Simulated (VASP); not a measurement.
# Si3N4 (P6_3/m) in VASP: a series of runs

Si3N4 is run at these levels: LDA; tasks: single point.

Everything below comes from runs of VASP 6.6.1. Logs are shortened: lines on timing, memory, paths and dates and some standing lists are left out, and cuts for length are marked.

## 1. The cell of the first run

The structure is hexagonal, space group P6_3/m (No. 176). The conventional cell has a = 7.574 Å, b = 7.574 Å, c = 2.891 Å, α = 90.00°, β = 90.00°, γ = 120.00°. Within 2.3 Å of Si (site symmetry m) lie 4 N at 1.72 to 1.73 Å. N (site symmetry m) has 3 Si at 1.73 Å within 2.3 Å. Within 2.3 Å of N (site symmetry -6) lie 3 Si at 1.72 Å.

## 2. Single point, LDA

INCAR reads:

```
SYSTEM = Si3N4
PREC = Accurate
ENCUT = 520
EDIFF = 1E-6
ISMEAR = 0
SIGMA = 0.01
LREAL = .FALSE.
LASPH = .TRUE.
NELM = 60
ALGO = Normal
ISIF = 2
LWAVE = .FALSE.
LCHARG = .FALSE.
GGA = CA
NBANDS = 45
```

KPOINTS reads:

```
regular mesh
0
G
  4 4 8
  0 0 0
```

POSCAR reads:

```
Si3N4
1.0
    7.5735262776      0.0000000000      0.0000000000
   -3.7867631388      6.5588661526      0.0000000000
    0.0000000000      0.0000000000      2.8914169645
Si N
6 8
Direct
    0.7674659778      0.1738369552      0.2500000000
    0.5936290226      0.7674659778      0.7500000000
    0.8261630448      0.5936290226      0.2500000000
    0.2325340222      0.8261630448      0.7500000000
    0.4063709774      0.2325340222      0.2500000000
    0.1738369552      0.4063709774      0.7500000000
    0.0295161776      0.3301338392      0.2500000000
    0.6993823383      0.0295161776      0.7500000000
    0.6698661608      0.6993823383      0.2500000000
    0.9704838224      0.6698661608      0.7500000000
    0.3006176617      0.9704838224      0.2500000000
    0.3301338392      0.3006176617      0.7500000000
    0.6666666667      0.3333333333      0.2500000000
    0.3333333333      0.6666666667      0.7500000000
```

Potentials or basis: VASP PAW LDA potentials, release 64 (Si, N).

Run with:

```
$ cat potpaw_LDA.64/Si/POTCAR potpaw_LDA.64/N/POTCAR > POTCAR
$ mpirun -np 1 vasp_std > vasp.out
```

OUTCAR:

```text
SYSTEM = Si3N4
   PREC = Accurate
   ENCUT = 520
   EDIFF = 1E-6
   ISMEAR = 0
   LREAL = .FALSE.
   LASPH = .TRUE.
   NELM = 60
   ISIF = 2
   GGA = CA

 ion  position               nearest neighbor table
   1  0.767  0.174  0.250-  13 1.72   8 1.73   8 1.73   7 1.73   3 2.98   5 2.98   2 3.04   2 3.04
                             6 3.04   6 3.04
   2  0.594  0.767  0.750-  14 1.72   9 1.73   9 1.73   8 1.73   6 2.98   4 2.98   1 3.04   1 3.04
                             3 3.04   3 3.04
   3  0.826  0.594  0.250-  13 1.72  10 1.73  10 1.73   9 1.73   1 2.98   5 2.98   4 3.04   4 3.04
                             2 3.04   2 3.04
   4  0.233  0.826  0.750-  14 1.72  11 1.73  11 1.73  10 1.73   6 2.98   2 2.98   5 3.04   5 3.04
                             3 3.04   3 3.04
   5  0.406  0.233  0.250-  13 1.72  12 1.73  12 1.73  11 1.73   3 2.98   1 2.98   4 3.04   4 3.04
                             6 3.04   6 3.04
   6  0.174  0.406  0.750-  14 1.72   7 1.73   7 1.73  12 1.73   4 2.98   2 2.98   1 3.04   1 3.04
                             5 3.04   5 3.04
   7  0.030  0.330  0.250-   6 1.73   6 1.73   1 1.73
   8  0.699  0.030  0.750-   1 1.73   1 1.73   2 1.73
   9  0.670  0.699  0.250-   2 1.73   2 1.73   3 1.73
  10  0.970  0.670  0.750-   3 1.73   3 1.73   4 1.73
  11  0.301  0.970  0.250-   4 1.73   4 1.73   5 1.73
  12  0.330  0.301  0.750-   5 1.73   5 1.73   6 1.73
  13  0.667  0.333  0.250-   1 1.72   3 1.72   5 1.72
  14  0.333  0.667  0.750-   4 1.72   6 1.72   2 1.72

  LATTYP: Found a hexagonal cell.
 ALAT       =     7.5735262776
 C/A-ratio  =     0.3817794853

  Lattice vectors:

 A1 = (   7.5735262776,   0.0000000000,   0.0000000000)
 A2 = (  -3.7867631388,   6.5588661526,   0.0000000000)
 A3 = (   0.0000000000,   0.0000000000,   2.8914169645)

Analysis of symmetry for initial positions (statically):
=====================================================================
 Subroutine PRICEL returns:
 Original cell was already a primitive cell.

 Routine SETGRP: Setting up the symmetry group for a
 hexagonal supercell.

 Subroutine GETGRP returns: Found 12 space group operations
 (whereof  6 operations were pure point group operations)
 out of a pool of 24 trial point group operations.

The static configuration has the point symmetry S_6 .
 The point group associated with its full space group is C_6h.

Analysis of symmetry for dynamics (positions and initial velocities):
=====================================================================
 Subroutine PRICEL returns:
 Original cell was already a primitive cell.
[... 144 lines left out ...]
   EFERMI_NEDOS =   21; number of points for ismear=-14 and -15
   IALGO  =     38    algorithm
   IMIX   =      4    mixing-type and parameters
     AMIX     =   0.40;   BMIX     =  1.00
     AMIX_MAG =   1.60;   BMIX_MAG =  1.00
  volume/ion in A,a.u.               =      10.26        69.23
  Fermi-wavevector in a.u.,A,eV,Ry     =   1.250419  2.362950 21.273362  1.563548
  Thomas-Fermi vector in A             =   2.384414
   LORBIT       =      0    0 simple, 1 ext, 2 COOP (PROOUT), +10 PAW based schemes
   GGA     = CA    functional components
   LHFCALC =     F    Hartree Fock is set to
   AEXX    =    0.0000 exact exchange contribution
   IVDW    =     0    specifies the selected vdW correction
   LEPSILON=     F    determine dielectric tensor
   LRPA    =     F    only Hartree local field effects (RPA)
 non-spin polarized calculation
 Gauss-broadening in eV      SIGMA  =   0.01
  energy-cutoff  :      520.00
  volume of cell :      143.63
 maximum number of plane-waves:      3894
   NGX = 29   NGY = 29   NGZ = 11

 number of electron      63.9999999 magnetization

 Free energy of the ion-electron system (eV)
  ---------------------------------------------------
  ext. energy  EPLUGINS =         0.00000000
  ---------------------------------------------------
  free energy    TOTEN  =      -126.53769672 eV

  energy without entropy =     -126.53769672  energy(sigma->0) =     -126.53769672

 E-fermi :   6.8025     XC(G=0): -11.2339

 val. band max:        6.7611724466   @ k =   0.0000   0.0000   0.1250
 cond. band min:      10.9825422308   @ k =   0.0000   0.0000   0.0000
 fundamental gap:      4.2213697842
 Fermi energy:         6.8024752524

 k-point     1 :       0.0000    0.0000    0.0000
  band No.  band energies     occupation
      1     -11.4216      2.00000
      2      -9.8936      2.00000
      3      -9.8936      2.00000
      4      -9.2653      2.00000
      5      -9.1232      2.00000
      6      -9.1232      2.00000
[... 929 lines left out ...]
     43      14.2685      0.00000
     44      14.2685      0.00000
 [bands above 44 left out]

------------------------ aborting loop because EDIFF is reached ----------------------------------------

  FORCE on cell =-STRESS in cart. coord.  units (eV):
  Direction    XX          YY          ZZ          XY          YZ          ZX
  --------------------------------------------------------------------------------------
  -------------------------------------------------------------------------------------
  Total        0.3638211      0.3638211      0.3534475      0.0000000      0.0000000      0.0000000
  in kB        4.0584564      4.0584564      3.9427370      0.0000000      0.0000000      0.0000000
  external PRESSURE =       4.0198833 kB  Pullay stress =       0.0000000 kB

 VOLUME and BASIS-vectors are now :
 -----------------------------------------------------------------------------
  energy-cutoff  :      520.00
  volume of cell :      143.63
      direct lattice vectors                 reciprocal lattice vectors
     7.573526278  0.000000000  0.000000000     0.132038890  0.076232688  0.000000000
    -3.786763139  6.558866153  0.000000000     0.000000000  0.152465377  0.000000000
     0.000000000  0.000000000  2.891416964     0.000000000  0.000000000  0.345851191

 POSITION                                       TOTAL-FORCE (eV/Angst)
 -----------------------------------------------------------------------------------
      5.15414      1.14017      0.72285         0.001097     -0.001615     -0.000000
      1.58965      5.03371      2.16856         0.001947      0.000143      0.000000
      4.00904      3.89353      0.72285         0.000850      0.001758      0.000000
     -1.36738      5.41869      2.16856        -0.001097      0.001615     -0.000000
      2.19711      1.52516      0.72285        -0.001947     -0.000143      0.000000
     -0.22227      2.66533      2.16856        -0.000850     -0.001758      0.000000
     -1.02660      2.16530      0.72285        -0.005740     -0.002828      0.000000
      5.18502      0.19359      2.16856        -0.000421     -0.006385      0.000000
      2.42485      4.58716      0.72285         0.005319     -0.003557     -0.000000
      4.81336      4.39356      2.16856         0.005740      0.002828     -0.000000
     -1.39826      6.36527      0.72285         0.000421      0.006385     -0.000000
      1.36191      1.97171      2.16856        -0.005319      0.003557      0.000000
      3.78676      2.18629      0.72285         0.000000      0.000000     -0.000000
     -0.00000      4.37258      2.16856         0.000000      0.000000      0.000000
 -----------------------------------------------------------------------------------
    total drift:                                0.000000     -0.000000      0.000000

  FREE ENERGIE OF THE ION-ELECTRON SYSTEM (eV)
  ---------------------------------------------------
  free  energy   TOTEN  =      -126.5376967209 eV

  energy  without entropy=     -126.5376967209  energy(sigma->0) =     -126.53769672
```

OSZICAR:

```text
N       E                     dE             d eps       ncg     rms          rms(c)
DAV:   1     0.266387684523E+03    0.26639E+03   -0.31946E+04  1808   0.132E+03
DAV:   2    -0.123154472096E+03   -0.38954E+03   -0.36970E+03  2339   0.267E+02
DAV:   3    -0.144631893429E+03   -0.21477E+02   -0.21332E+02  2304   0.659E+01
DAV:   4    -0.144938125522E+03   -0.30623E+00   -0.30534E+00  2296   0.846E+00
DAV:   5    -0.144945036061E+03   -0.69105E-02   -0.69037E-02  2195   0.123E+00    0.304E+01
DAV:   6    -0.127065594149E+03    0.17879E+02   -0.64235E+01  2145   0.317E+01    0.144E+01
DAV:   7    -0.126736001885E+03    0.32959E+00   -0.30725E+00  2312   0.647E+00    0.616E+00
DAV:   8    -0.126568895697E+03    0.16711E+00   -0.18811E-01  2171   0.203E+00    0.224E+00
DAV:   9    -0.126537232258E+03    0.31663E-01   -0.36155E-02  2256   0.913E-01    0.281E-01
DAV:  10    -0.126537653910E+03   -0.42165E-03   -0.31102E-03  2187   0.258E-01    0.167E-01
DAV:  11    -0.126537695556E+03   -0.41646E-04   -0.37343E-04  2128   0.999E-02    0.416E-02
DAV:  12    -0.126537697133E+03   -0.15775E-05   -0.36241E-05  2272   0.265E-02    0.172E-02
DAV:  13    -0.126537696721E+03    0.41247E-06   -0.68797E-06  2096   0.137E-02
   1 F= -.12653770E+03 E0= -.12653770E+03  d E =-.343970E-11
```

stdout:

```text
POSCAR found type information on POSCAR SiN
 POSCAR found :  2 types and      14 ions
 scaLAPACK will be used
 LDA part: xc-table for (Slater(with rela. corr.)+CA(PZ))
 , standard interpolation
 POSCAR, INCAR and KPOINTS ok, starting setup
 FFT: planning ... GRIDC
 FFT: planning ... GRID_SOFT
 FFT: planning ... GRID
 WAVECAR not read
 entering main loop
```

Wall time 44 s (1 thread of Intel Xeon 6975P-C (Granite Rapids), shared host); peak memory 0.25 GiB.

What came out:

| Quantity | Value |
| --- | --- |
| Free energy | -126.5377 eV |
| Pressure | 0.4 GPa |
| Largest force | 0.006 eV/Å |
| Band gap on the k mesh | 4.22 eV (least direct gap 4.41 eV) |

Forces on the atoms (eV/Å):
```
Si   0.001 -0.002  0.000
Si   0.002  0.000  0.000
Si   0.001  0.002  0.000
Si  -0.001  0.002  0.000
Si  -0.002  0.000  0.000
Si  -0.001 -0.002  0.000
N   -0.006 -0.003  0.000
N    0.000 -0.006  0.000
N    0.005 -0.004  0.000
N    0.006  0.003  0.000
N    0.000  0.006  0.000
N   -0.005  0.004  0.000
N    0.000  0.000  0.000
N    0.000  0.000  0.000
```

Levels at points of the mesh, in eV from the valence-band top:
| k point | band 29 | band 30 | band 31 | band 32 | band 33 | band 34 | band 35 | band 36 |
| --- | --- | --- | --- | --- | --- | --- | --- | --- |
| (0.00, 0.00, 0.00) | -1.32 | -0.47 | -0.37 | -0.19 | 4.22 | 4.70 | 4.86 | 4.86 |
| (0.50, 0.00, 0.00) | -1.39 | -0.78 | -0.33 | -0.25 | 4.56 | 4.65 | 4.79 | 5.25 |
| (0.00, 0.00, 0.50) | -1.66 | -1.66 | -1.40 | -1.40 | 4.58 | 4.58 | 4.58 | 4.58 |
| (0.50, 0.00, 0.50) | -1.53 | -1.53 | -1.08 | -1.08 | 4.69 | 4.69 | 5.73 | 5.73 |

A k mesh can miss the band edges. As with any semilocal functional, this LDA gap is likely too small.

## 3. Single point, LDA

This run uses another cell than the first one, of 10.31 Å³/atom.

INCAR reads:

```
ALGO     = Normal         # electronic algorithm
EDIFF    = 1E-6           # SCF threshold, eV
ENCUT    = 520            # plane-wave cutoff, eV
ISIF     = 2              # what is computed and relaxed
ISMEAR   = 0              # smearing method
LASPH    = T              # aspherical terms in the spheres
LCHARG   = F              # write CHGCAR
LREAL    = F              # projectors in reciprocal space
LWAVE    = F              # write WAVECAR
NBANDS   = 45             # bands
NELM     = 80             # most SCF steps
PREC     = Accurate       # precision mode
SIGMA    = 0.01           # smearing width, eV
```

KPOINTS reads:

```
k-points
0
Gamma
  4 4 8
```

POSCAR reads:

```
Si3N4
1.0
    7.5735262776      0.0000000000      0.0000000000
   -3.7867631388      6.5588661526      0.0000000000
    0.0000000000      0.0000000000      2.9058740493
Si N
6 8
Direct
    0.7677703463      0.1739168667      0.2500000000
    0.5938534797      0.7677703463      0.7500000000
    0.8260831333      0.5938534797      0.2500000000
    0.2322296537      0.8260831333      0.7500000000
    0.4061465203      0.2322296537      0.2500000000
    0.1739168667      0.4061465203      0.7500000000
    0.0300763721      0.3301771428      0.2500000000
    0.6998992293      0.0300763721      0.7500000000
    0.6698228572      0.6998992293      0.2500000000
    0.9699236279      0.6698228572      0.7500000000
    0.3001007707      0.9699236279      0.2500000000
    0.3301771428      0.3001007707      0.7500000000
    0.6666666667      0.3333333333      0.2500000000
    0.3333333333      0.6666666667      0.7500000000
```

Potentials or basis: VASP PAW LDA potentials, release 64 (Si, N).

Run with:

```
$ cat potpaw_LDA.64/Si/POTCAR potpaw_LDA.64/N/POTCAR > POTCAR
$ mpirun -np 1 vasp_std > vasp.out
```

It took 60 s on 1 thread of Intel Xeon 6975P-C (Granite Rapids), shared host; peak memory 0.25 GiB.

Results (log left out):

- Free energy: -126.5338 eV
- Pressure: -0.9 GPa
- Largest force: 0.006 eV/Å
- Band gap on the k mesh: 4.12 eV (least direct gap 4.34 eV)

Forces on the atoms (eV/Å):
```
Si   0.001 -0.002  0.000
Si   0.002  0.000  0.000
Si   0.001  0.002  0.000
Si  -0.001  0.002  0.000
Si  -0.002  0.000  0.000
Si  -0.001 -0.002  0.000
N   -0.005 -0.002  0.000
N    0.000 -0.006  0.000
N    0.005 -0.003  0.000
N    0.005  0.002  0.000
N    0.000  0.006  0.000
N   -0.005  0.003  0.000
N    0.000  0.000  0.000
N    0.000  0.000  0.000
```

Stress tensor (GPa, compression positive):
```
-0.18  0.00  0.00
 0.00 -0.18  0.00
 0.00  0.00 -2.35
```

Levels at points of the mesh, in eV from the valence-band top:
| k point | band 30 | band 31 | band 32 | band 33 | band 34 | band 35 |
| --- | --- | --- | --- | --- | --- | --- |
| (0.00, 0.00, 0.00) | -0.50 | -0.37 | -0.22 | 4.12 | 4.64 | 4.77 |
| (0.50, 0.00, 0.00) | -0.77 | -0.36 | -0.28 | 4.49 | 4.56 | 4.69 |
| (0.00, 0.00, 0.50) | -1.65 | -1.38 | -1.38 | 4.59 | 4.59 | 4.59 |
| (0.50, 0.00, 0.50) | -1.53 | -1.07 | -1.07 | 4.71 | 4.71 | 5.72 |

## 4. Single point, LDA

This run uses another cell than the first one, of 10.36 Å³/atom.

INCAR reads:

```
SYSTEM = Si3N4
PREC = Accurate ; ENCUT = 520
EDIFF = 1E-6 ; ISMEAR = 0
SIGMA = 0.01 ; LREAL = .FALSE.
LASPH = .TRUE. ; NELM = 60
ALGO = Normal ; ISIF = 2
LWAVE = .FALSE. ; LCHARG = .FALSE.
GGA = CA ; NBANDS = 45
```

KPOINTS reads:

```
regular mesh
0
G
  4 4 8
  0 0 0
```

POSCAR reads:

```
Si3N4
1.0
    7.6113939090      0.0000000000      0.0000000000
   -3.8056969545      6.5916604834      0.0000000000
    0.0000000000      0.0000000000      2.8914169645
Si N
6 8
Direct
    0.7680811260      0.1746085929      0.2500000000
    0.5934725331      0.7680811260      0.7500000000
    0.8253914071      0.5934725331      0.2500000000
    0.2319188740      0.8253914071      0.7500000000
    0.4065274669      0.2319188740      0.2500000000
    0.1746085929      0.4065274669      0.7500000000
    0.0298459472      0.3302906841      0.2500000000
    0.6995552631      0.0298459472      0.7500000000
    0.6697093159      0.6995552631      0.2500000000
    0.9701540528      0.6697093159      0.7500000000
    0.3004447369      0.9701540528      0.2500000000
    0.3302906841      0.3004447369      0.7500000000
    0.6666666667      0.3333333333      0.2500000000
    0.3333333333      0.6666666667      0.7500000000
```

Run with:

```
$ cat potpaw_LDA.64/Si/POTCAR potpaw_LDA.64/N/POTCAR > POTCAR
$ mpirun -np 1 vasp_std > vasp.out
```

Wall time 1.8 min (1 thread of Intel Xeon 6975P-C (Granite Rapids), shared host); peak memory 0.26 GiB.

Results (log left out):

```
Free energy            : -126.5284 eV
Pressure               : -2.0 GPa
Largest force          : 0.007 eV/Å
Band gap on the k mesh : 4.26 eV (least direct gap 4.43 eV)
```

Forces on the atoms (eV/Å):
```
Si   0.002 -0.001  0.000
Si   0.002  0.001  0.000
Si   0.000  0.002  0.000
Si  -0.002  0.001  0.000
Si  -0.002 -0.001  0.000
Si   0.000 -0.002  0.000
N   -0.007 -0.003  0.000
N   -0.001 -0.007  0.000
N    0.006 -0.004  0.000
N    0.007  0.003  0.000
N    0.001  0.007  0.000
N   -0.006  0.004  0.000
N    0.000  0.000  0.000
N    0.000  0.000  0.000
```

Stress tensor (GPa, compression positive):
```
-2.67  0.00  0.00
 0.00 -2.67  0.00
 0.00  0.00 -0.75
```

Levels at points of the mesh, in eV from the valence-band top:
| k point | band 28 | band 29 | band 30 | band 31 | band 32 | band 33 | band 34 | band 35 | band 36 | band 37 |
| --- | --- | --- | --- | --- | --- | --- | --- | --- | --- | --- |
| (0.00, 0.00, 0.00) | -1.32 | -1.32 | -0.43 | -0.38 | -0.16 | 4.26 | 4.68 | 4.86 | 4.86 | 5.16 |
| (0.50, 0.00, 0.00) | -1.71 | -1.38 | -0.79 | -0.30 | -0.22 | 4.54 | 4.67 | 4.82 | 5.24 | 5.62 |
| (0.00, 0.00, 0.50) | -1.64 | -1.64 | -1.64 | -1.38 | -1.38 | 4.52 | 4.52 | 4.52 | 4.52 | 7.15 |
| (0.50, 0.00, 0.50) | -1.91 | -1.52 | -1.52 | -1.07 | -1.07 | 4.61 | 4.61 | 5.68 | 5.68 | 6.01 |

## 5. Overview

```csv
cell,gap on the mesh (eV),pressure (GPa),largest force (eV/Å)
"a = 7.574, b = 7.574, c = 2.891 Å, angles 90.0, 90.0, 120.0°, 14 atoms, atomic positions A",4.22,0.4,0.01
"a = 7.574, b = 7.574, c = 2.906 Å, angles 90.0, 90.0, 120.0°, 14 atoms, atomic positions B",4.12,-0.9,0.01
"a = 7.611, b = 7.611, c = 2.891 Å, angles 90.0, 90.0, 120.0°, 14 atoms, atomic positions C",4.26,-2.0,0.01
```

Alike in all rows: task single point; level LDA; potentials or basis VASP PAW LDA potentials, release 64 (Si, N); no spin polarisation; k mesh 4 × 4 × 8; cutoff (eV) 520; smearing gaussian 0.01 eV.

Absolute energies hang on the potentials; compare differences alone.
